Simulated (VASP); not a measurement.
Here is a VASP 6.6.1 calculation.

The input INCAR:

```
SYSTEM = Hf4F3
  PREC = Accurate
  ENCUT = 520
  EDIFF = 1E-6
  ISMEAR = 0
  SIGMA = 0.2
  LREAL = .FALSE.
  LASPH = .TRUE.
  NELM = 80
  ALGO = Normal
  ISIF = 2
  LWAVE = .FALSE.
  LCHARG = .FALSE.
  GGA = PE
  NBANDS = 40
```

File KPOINTS:

```
regular mesh
0
G
  4 4 3
  0 0 0
```

The input POSCAR:

```
Hf4F3
1.0
    4.8779779282      0.0000000000      0.0000000000
    0.0000000000      4.8779779282      0.0000000000
    0.0000000000      0.0000000000      5.1256224688
Hf F
4 3
Direct
    0.2746633859      0.2746633859      0.3010107674
    0.7253366141      0.7253366141      0.3010107674
    0.7253366141      0.2746633859      0.6989892326
    0.2746633859      0.7253366141      0.6989892326
    0.0000000000      0.0000000000      0.0000000000
    0.0000000000      0.0000000000      0.5000000000
    0.5000000000      0.5000000000      0.0000000000
```

Potentials or basis: VASP PAW PBE potentials, release 64 (Hf_pv, F).

Launch:

```bash
$ cat potpaw_PBE.64/Hf_pv/POTCAR potpaw_PBE.64/F/POTCAR > POTCAR
$ mpirun -np 1 vasp_std > vasp.out
```

(1) Predict the largest force.

(2) Estimate the band gap on the k mesh.

(3) Estimate the pressure.

## Answers

(1) 0.042 eV/Å.

(2) zero (an odd number of electrons rules out a gap without spin polarisation).

(3) -1.0 GPa.

Caveat: the k points lie up to 0.41 Å⁻¹ apart, too coarse for converged energies and pressures of a metal; spin-orbit coupling is left out, which moves the levels of the heavy elements; an odd number of electrons without spin polarisation forces a metal; a magnetic or distorted state may lie lower.
